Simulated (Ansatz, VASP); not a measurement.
## Two plane-wave programs on TePb

```
CELL_PARAMETERS angstrom
4.08078 0.00000 0.00000
0.00000 4.08078 0.00000
0.00000 0.00000 4.08078
ATOMIC_POSITIONS crystal
Te 0.50000 0.50000 0.50000
Pb 0.00000 0.00000 0.00000
```

Change from the starting cell: volume scaled by 1.06, PAW files.

Alike in both runs: task electric field gradients; functional PBE; k mesh 10 × 10 × 10; occupations fermi-dirac, width 0.08 eV; no spin polarisation.

```csv
,VASP,Ansatz
version,VASP 6.6.1,Ansatz 0.2.0
potentials or method,"VASP PAW PBE potentials, release 64 (Te, Pb_d)","PAW with Ansatz's default frozen-core files, scalar-relativistic"
plane-wave cutoff (eV),520,420
valence electrons in the cell,20,30
```

|  | VASP | Ansatz | Ansatz less VASP |
| --- | --- | --- | --- |
| pressure (GPa) | -2.3 | -2.3 | +0.04 |

The functional is the same, so the differences come from potentials, cutoffs and numerics. VASP's potentials hold 20 valence electrons a cell and Ansatz's 30, so a difference there can come from the potentials and not from the codes.

Spin-orbit coupling is off throughout.
